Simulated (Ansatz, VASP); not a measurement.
RbBr: VASP beside Ansatz

```xyz
2
Lattice="0.0000 3.5775 3.5775 3.5775 0.0000 3.5775 3.5775 3.5775 0.0000" Properties=species:S:1:pos:R:3 pbc="T T T"
Rb    0.0000    0.0000    0.0000
Br    3.5775    3.5775    3.5775
```

Alike in both runs: task single point; functional PBE; k mesh 6 × 6 × 6; occupations gaussian, width 0.02 eV; no spin polarisation.

```csv
,VASP,Ansatz
version,VASP 6.6.1,Ansatz 0.2.0
potentials or method,"VASP PAW PBE potentials, release 64 (Rb_sv, Br), cutoff 500 eV","scalar-relativistic, plane waves, PAW"
valence electrons in the cell,16,16
```

```tsv
	VASP	Ansatz	Ansatz less VASP
gap on the k mesh at the Fermi level (eV)	4.06	4.06	+0.002
least direct gap on the mesh (eV)	4.06	4.06	+0.002
pressure (GPa)	-0.6	-0.6	-0.01
```
